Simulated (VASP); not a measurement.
# WC (R3m) in VASP: single point with PBE

Aim: the single point of WC with PBE.

Program: VASP 6.6.1. These are calculated values, not measurements. Logs are shortened: lines on timing, memory, paths and dates and some standing lists are left out, and cuts for length are marked.

## (1) The cell of the first run

The structure is trigonal, space group R3m (No. 160). Conventional cell: a = 3.549 Å, b = 3.549 Å, c = 6.713 Å, α = 90.00°, β = 90.00°, γ = 120.00°. W (site symmetry 3m) has 4 C at 2.05 to 2.14 Å within 2.7 Å. Within 2.7 Å of C (site symmetry 3m) lie 4 W at 2.05 to 2.14 Å.

## (2) Single point, PBE

INCAR

```
PREC     = Accurate       # precision mode
ENCUT    = 600            # plane-wave cutoff, eV
EDIFF    = 1E-6           # SCF threshold, eV
ISMEAR   = 0              # smearing method
SIGMA    = 0.2            # smearing width, eV
LREAL    = F              # projectors in reciprocal space
LASPH    = T              # aspherical terms in the spheres
NELM     = 120            # most SCF steps
ALGO     = Normal         # electronic algorithm
ISIF     = 2              # what is computed and relaxed
LWAVE    = F              # write WAVECAR
LCHARG   = T              # write CHGCAR
GGA      = PE             # functional
LELF     = T              # ELF
LVHAR    = T            
NBANDS   = 16             # bands
GGA_COMPAT= F
```

KPOINTS

```
regular mesh
0
Gamma
  6 6 6
```

POSCAR

```
WC
1.0
    1.7744039014      1.0244525719      2.2377915226
   -1.7744039014      1.0244525719      2.2377915226
    0.0000000000     -2.0489051385      2.2377915250
W C
1 1
Direct
    0.1276640919      0.1276640919      0.1276640919
    0.8085973881      0.8085973881      0.8085973881
```

Potentials or basis: VASP PAW PBE potentials, release 64 (W_sv, C).

Command:

```console
> cat potpaw_PBE.64/W_sv/POTCAR potpaw_PBE.64/C/POTCAR > POTCAR
> mpirun -np 1 vasp_std > vasp.out
```

OUTCAR:

```text
PREC = Accurate
   ENCUT = 600
   EDIFF = 1E-6
   ISMEAR = 0
   LREAL = F
   LASPH = T
   NELM = 120
   ISIF = 2
   GGA = PE

 ion  position               nearest neighbor table
   1  0.128  0.128  0.128-   2 2.05   2 2.05   2 2.05   2 2.14
   2  0.809  0.809  0.809-   1 2.05   1 2.05   1 2.05   1 2.14

  LATTYP: Found a trigonal (rhomboedric) cell.
 ALAT       =     3.0340934686
 COS(alpha) =     0.3159670033

  Lattice vectors:

 A1 = (   1.7744039014,   1.0244525719,   2.2377915226)
 A2 = (  -1.7744039014,   1.0244525719,   2.2377915226)
 A3 = (   0.0000000000,  -2.0489051385,   2.2377915250)

Analysis of symmetry for initial positions (statically):
=====================================================================
 Subroutine PRICEL returns:
 Original cell was already a primitive cell.

 Routine SETGRP: Setting up the symmetry group for a
 trigonal (rhombohedral) supercell.

 Subroutine GETGRP returns: Found  6 space group operations
 (whereof  6 operations were pure point group operations)
 out of a pool of 12 trial point group operations.

The static configuration has the point symmetry C_3v.

Analysis of symmetry for dynamics (positions and initial velocities):
=====================================================================
 Subroutine PRICEL returns:
 Original cell was already a primitive cell.

 Routine SETGRP: Setting up the symmetry group for a
 trigonal (rhombohedral) supercell.

 Subroutine GETGRP returns: Found  6 space group operations
 (whereof  6 operations were pure point group operations)
 out of a pool of 12 trial point group operations.

The dynamic configuration has the point symmetry C_3v.

 Subroutine INISYM returns: Found  6 space group operations
 (whereof  6 operations are pure point group operations),
 and found     1 'primitive' translations

----------------------------------------------------------------------------------------

                                     Primitive cell

  volume of cell :      24.4070

  direct lattice vectors                    reciprocal lattice vectors
     1.774403901  1.024452572  2.237791523     0.281784773  0.162688514  0.148956384
    -1.774403901  1.024452572  2.237791523    -0.281784773  0.162688514  0.148956384
     0.000000000 -2.048905138  2.237791525     0.000000000 -0.325377029  0.148956384

  length of vectors
     3.034093469  3.034093469  3.034093469     0.357852225  0.357852225  0.357852225

  position of ions in fractional coordinates (direct lattice)
     0.127664092  0.127664092  0.127664092
     0.808597388  0.808597388  0.808597388

  ion indices of the primitive-cell ions
   primitive index   ion index
                 1           1
                 2           2

----------------------------------------------------------------------------------------

 KPOINTS: regular mesh

Automatic generation of k-mesh.
 Grid dimensions read from file:
 generate k-points for:    6    6    6

 Generating k-lattice:

  Cartesian coordinates                     Fractional coordinates (reciprocal lattice)
     0.046964129  0.027114752  0.024826064     0.166666667 -0.000000000  0.000000000
    -0.046964129  0.027114752  0.024826064    -0.000000000  0.166666667  0.000000000
     0.000000000 -0.054229505  0.024826064     0.000000000  0.000000000  0.166666667

  Length of vectors
     0.059642038  0.059642038  0.059642038

  Shift w.r.t. Gamma in fractional coordinates (k-lattice)
     0.000000000  0.000000000  0.000000000

 Subroutine IBZKPT returns following result:
 ===========================================

 Found     32 irreducible k-points:

 Following reciprocal coordinates:
            Coordinates               Weight
  0.000000  0.000000  0.000000      1.000000
  0.166667  0.000000 -0.000000      6.000000
  0.333333  0.000000  0.000000      6.000000
  0.500000  0.000000 -0.000000      3.000000
  0.166667  0.166667 -0.000000      6.000000
  0.333333  0.166667 -0.000000     12.000000
[... 16 lines left out ...]
  0.500000  0.500000  0.166667      6.000000
 -0.333333  0.500000  0.166667     12.000000
 [... further k-points ...]
   k-points           NKPTS =     32   k-points in BZ     NKDIM =     32   number of bands    NBANDS=     16
   number of dos      NEDOS =    301   number of ions     NIONS =      2
   total plane-waves  NPLWV =  13824
   dimension x,y,z NGX =    24 NGY =   24 NGZ =   24
   dimension x,y,z NGXF=    48 NGYF=   48 NGZF=   48
   ions per type =               1   1
   NGX,Y,Z   is equivalent  to a cutoff of  13.15, 13.15, 13.15 a.u.
   NGXF,Y,Z  is equivalent  to a cutoff of  26.30, 26.30, 26.30 a.u.
 SYSTEM =  unknown system
   PREC   = accura    normal or accurate (medium, high low for compatibility)
   ISTART =      0    job   : 0-new  1-cont  2-samecut
   ICHARG =      2    charge: 1-file 2-atom 10-const
   ISPIN  =      1    spin polarized calculation?
   LNONCOLLINEAR =      F non collinear calculations
   LSORBIT =      F    spin-orbit coupling
   LASPH  =      T    aspherical Exc in radial PAW
   ENCUT  =  600.0 eV  44.10 Ry    6.64 a.u.   6.06  6.06  6.06*2*pi/ulx,y,z
   NELM   =    120;   NELMIN=  2; NELMDL= -5     # of ELM steps
   EDIFF  = 0.1E-05   stopping-criterion for ELM
   LREAL  =      F    real-space projection
   EDIFFG = 0.1E-04   stopping-criterion for IOM
   NSW    =      0    number of steps for IOM
   IBRION =     -1    ionic relax: 0-MD 1-quasi-New 2-CG
   NFREE  =      0    steps in history (QN), initial steepest desc. (CG)
   ISIF   =      2    stress and relaxation
   ISYM   =      2    0-nonsym 1-usesym 2-fastsym
   POTIM  = 0.5000    time-step for ionic-motion
   TEBEG  =    0.0;   TEEND  =   0.0 temperature during run
   PSTRESS=    0.0 pullay stress
   NELECT =      18.0000    total number of electrons
   NUPDOWN=      -1.0000    fix difference up-down
   EMIN   =  10.00;   EMAX   =-10.00  energy-range for DOS
   EFERMI =   0.00;   METHOD = LEGACY
   ISMEAR =     0;   SIGMA  =   0.20  broadening in eV -4-tet -1-fermi 0-gaus
   EFERMI_NEDOS =   21; number of points for ismear=-14 and -15
   IALGO  =     38    algorithm
   IMIX   =      4    mixing-type and parameters
     AMIX     =   0.40;   BMIX     =  1.00
     AMIX_MAG =   1.60;   BMIX_MAG =  1.00
  volume/ion in A,a.u.               =      12.20        82.35
  Fermi-wavevector in a.u.,A,eV,Ry     =   1.479088  2.795070 29.765472  2.187700
  Thomas-Fermi vector in A             =   2.593289
   LORBIT       =      0    0 simple, 1 ext, 2 COOP (PROOUT), +10 PAW based schemes
   GGA     = PE    functional components
   LHFCALC =     F    Hartree Fock is set to
   AEXX    =    0.0000 exact exchange contribution
   IVDW    =     0    specifies the selected vdW correction
   LEPSILON=     F    determine dielectric tensor
   LRPA    =     F    only Hartree local field effects (RPA)
 non-spin polarized calculation
 Gauss-broadening in eV      SIGMA  =   0.20
  energy-cutoff  :      600.00
  volume of cell :       24.41
 maximum number of plane-waves:       826
   NGX = 13   NGY = 13   NGZ = 13

 number of electron      18.0000002 magnetization

 Free energy of the ion-electron system (eV)
  ---------------------------------------------------
  ext. energy  EPLUGINS =         0.00000000
  ---------------------------------------------------
  free energy    TOTEN  =       -21.03337069 eV

  energy without entropy =      -21.01097423  energy(sigma->0) =      -21.02217246

 E-fermi :   9.3496     XC(G=0): -12.7116

 val. band max:        9.2135193638   @ k =  -0.1667   0.5000   0.1667
 cond. band min:       9.3786241978   @ k =   0.0000   0.0000   0.0000
 fundamental gap:      0.1651048341
 Fermi energy:         9.3495539584

 k-point     1 :       0.0000    0.0000    0.0000
  band No.  band energies     occupation
      1     -64.8996      2.00000
      2     -29.0374      2.00000
      3     -29.0374      2.00000
      4     -28.8841      2.00000
      5      -4.3634      2.00000
      6       3.9378      2.00000
[... 8 lines left out ...]
     15      20.9227      0.00000
     16      20.9227      0.00000

 k-point     2 :       0.1667    0.0000   -0.0000
  band No.  band energies     occupation
      1     -64.8947      2.00000
      2     -29.1210      2.00000
      3     -29.0373      2.00000
      4     -28.9121      2.00000
      5      -3.8393      2.00000
      6       3.6810      2.00000
[... 8 lines left out ...]
     15      21.2031      0.00000
     16      22.4364      0.00000

 k-point     3 :       0.3333    0.0000    0.0000
  band No.  band energies     occupation
      1     -64.8847      2.00000
      2     -29.3184      2.00000
      3     -29.0371      2.00000
      4     -28.9323      2.00000
      5      -2.6659      2.00000
      6       3.1127      2.00000
[... 8 lines left out ...]
     15      21.5273      0.00000
     16      25.8008      0.00000

 k-point     4 :       0.5000    0.0000   -0.0000
  band No.  band energies     occupation
      1     -64.8797      2.00000
      2     -29.4193      2.00000
      3     -29.0370      2.00000
      4     -28.9374      2.00000
      5      -1.9894      2.00000
      6       2.8696      2.00000
[... 8 lines left out ...]
     15      20.9953      0.00000
     16      25.9502      0.00000

 k-point     5 :       0.1667    0.1667   -0.0000
  band No.  band energies     occupation
      1     -64.8906      2.00000
      2     -29.0984      2.00000
      3     -29.0955      2.00000
      4     -28.9494      2.00000
      5      -3.5981      2.00000
      6       3.6433      2.00000
[... 8 lines left out ...]
     15      22.1955      0.00000
     16      22.3472      0.00000

 k-point     6 :       0.3333    0.1667   -0.0000
  band No.  band energies     occupation
      1     -64.8811      2.00000
      2     -29.2858      2.00000
      3     -29.0871      2.00000
      4     -28.9681      2.00000
      5      -2.6118      2.00000
      6       3.0312      2.00000
[... 8 lines left out ...]
     15      21.8726      0.00000
     16      24.9103      0.00000

 k-point     7 :       0.5000    0.1667   -0.0000
  band No.  band energies     occupation
      1     -64.8757      2.00000
      2     -29.3977      2.00000
      3     -29.0958      2.00000
      4     -28.9717      2.00000
      5      -1.7801      2.00000
      6       2.9219      2.00000
[... 8 lines left out ...]
     15      21.4294      0.00000
     16      24.3578      0.00000

 k-point     8 :      -0.3333    0.1667    0.0000
  band No.  band energies     occupation
      1     -64.8798      2.00000
      2     -29.3202      2.00000
      3     -29.1101      2.00000
      4     -28.9665      2.00000
      5      -2.1023      2.00000
      6       3.4752      2.00000
[... 8 lines left out ...]
     15      21.8286      0.00000
     16      24.4464      0.00000

 k-point     9 :      -0.1667    0.1667    0.0000
  band No.  band energies     occupation
      1     -64.8893      2.00000
      2     -29.1653      2.00000
      3     -29.0897      2.00000
      4     -28.9449      2.00000
      5      -3.1505      2.00000
      6       3.5939      2.00000
[... 8 lines left out ...]
     15      21.8184      0.00000
     16      23.3388      0.00000
[... 172 lines left out ...]
 k-point    19 :       0.3333    0.3333    0.1667
  band No.  band energies     occupation
      1     -64.8703      2.00000
      2     -29.2676      2.00000
      3     -29.1846      2.00000
      4     -29.0473      2.00000
      5      -2.4259      2.00000
      6       3.3497      2.00000
[... 8 lines left out ...]
     15      22.4686      0.00000
     16      24.4832      0.00000

 k-point    20 :       0.5000    0.3333    0.1667
  band No.  band energies     occupation
      1     -64.8648      2.00000
      2     -29.3557      2.00000
      3     -29.2093      2.00000
      4     -29.0575      2.00000
      5      -1.7250      2.00000
      6       3.1141      2.00000
[... 8 lines left out ...]
     15      21.3329      0.00000
     16      23.5120      0.00000

 k-point    21 :      -0.3333    0.3333    0.1667
  band No.  band energies     occupation
      1     -64.8676      2.00000
      2     -29.2973      2.00000
      3     -29.2437      2.00000
      4     -29.0675      2.00000
      5      -1.4585      2.00000
      6       3.7074      2.00000
[... 8 lines left out ...]
     15      21.6280      0.00000
     16      23.0188      0.00000

 k-point    22 :      -0.1667    0.3333    0.1667
  band No.  band energies     occupation
      1     -64.8757      2.00000
      2     -29.2884      2.00000
      3     -29.1430      2.00000
      4     -29.0368      2.00000
      5      -1.9298      2.00000
      6       3.3970      2.00000
[... 8 lines left out ...]
     15      22.0638      0.00000
     16      24.0285      0.00000

 k-point    23 :       0.5000    0.5000    0.1667
  band No.  band energies     occupation
      1     -64.8603      2.00000
      2     -29.3878      2.00000
      3     -29.2496      2.00000
      4     -29.0705      2.00000
      5      -1.5136      2.00000
      6       2.8911      2.00000
[... 8 lines left out ...]
     15      21.6701      0.00000
     16      23.9380      0.00000

 k-point    24 :      -0.3333    0.5000    0.1667
  band No.  band energies     occupation
      1     -64.8635      2.00000
      2     -29.3560      2.00000
      3     -29.2386      2.00000
      4     -29.0811      2.00000
      5      -1.3506      2.00000
      6       3.0755      2.00000
[... 8 lines left out ...]
     15      21.2113      0.00000
     16      23.0159      0.00000

 [... further k-points ...]
[... 5 lines left out ...]
  --------------------------------------------------------------------------------------
  -------------------------------------------------------------------------------------
  Total        0.0726649      0.0726649      0.0887632      0.0000000      0.0000000      0.0000000
  in kB        4.7700174      4.7700174      5.8267728      0.0000000      0.0000000      0.0000000
  external PRESSURE =       5.1222692 kB  Pullay stress =       0.0000000 kB

 VOLUME and BASIS-vectors are now :
 -----------------------------------------------------------------------------
  energy-cutoff  :      600.00
  volume of cell :       24.41
      direct lattice vectors                 reciprocal lattice vectors
     1.774403901  1.024452572  2.237791523     0.281784773  0.162688514  0.148956384
    -1.774403901  1.024452572  2.237791523    -0.281784773  0.162688514  0.148956384
     0.000000000 -2.048905138  2.237791525     0.000000000 -0.325377029  0.148956384

 POSITION                                       TOTAL-FORCE (eV/Angst)
 -----------------------------------------------------------------------------------
      0.00000      0.00000      0.85706         0.000000     -0.000000     -0.010546
      0.00000      0.00000      5.42842         0.000000      0.000000      0.010546
 -----------------------------------------------------------------------------------
    total drift:                               -0.000000     -0.000000     -0.000645

  FREE ENERGIE OF THE ION-ELECTRON SYSTEM (eV)
  ---------------------------------------------------
  free  energy   TOTEN  =       -21.0333706855 eV

  energy  without entropy=      -21.0109742307  energy(sigma->0) =      -21.02217246
```

It took 4.8 s on 1 thread of Intel Xeon 6975P-C (Granite Rapids), shared host; peak memory 0.14 GiB.

Results:

```
Free energy            : -21.0334 eV
Pressure               : 0.5 GPa
Largest force          : 0.011 eV/Å
Band gap on the k mesh : zero (band 9 reaches 11.68 eV, above the bottom of band 10 at 9.04 eV)
```

Forces on the atoms (eV/Å):
```
W    0.000  0.000 -0.011
C    0.000  0.000  0.011
```

Levels at points of the mesh, in eV from the Fermi level:
| k point | band 6 | band 7 | band 8 | band 9 | band 10 | band 11 | band 12 | band 13 |
| --- | --- | --- | --- | --- | --- | --- | --- | --- |
| (0.00, 0.00, 0.00) | -5.41 | -5.41 | -2.18 | 0.03 | 0.03 | 2.27 | 6.00 | 8.44 |
| (0.50, 0.00, 0.00) | -6.48 | -3.52 | -3.03 | -1.32 | 0.43 | 3.37 | 3.49 | 4.53 |
| (0.50, 0.50, 0.00) | -6.86 | -3.58 | -2.99 | -0.75 | 2.13 | 3.24 | 3.50 | 4.77 |
| (0.50, 0.50, 0.50) | -5.75 | -5.75 | -4.16 | 2.33 | 2.72 | 2.72 | 6.51 | 6.74 |

Caveat: the k points lie up to 0.37 Å⁻¹ apart; spin-orbit coupling is left out, which moves the levels of the heavy elements.
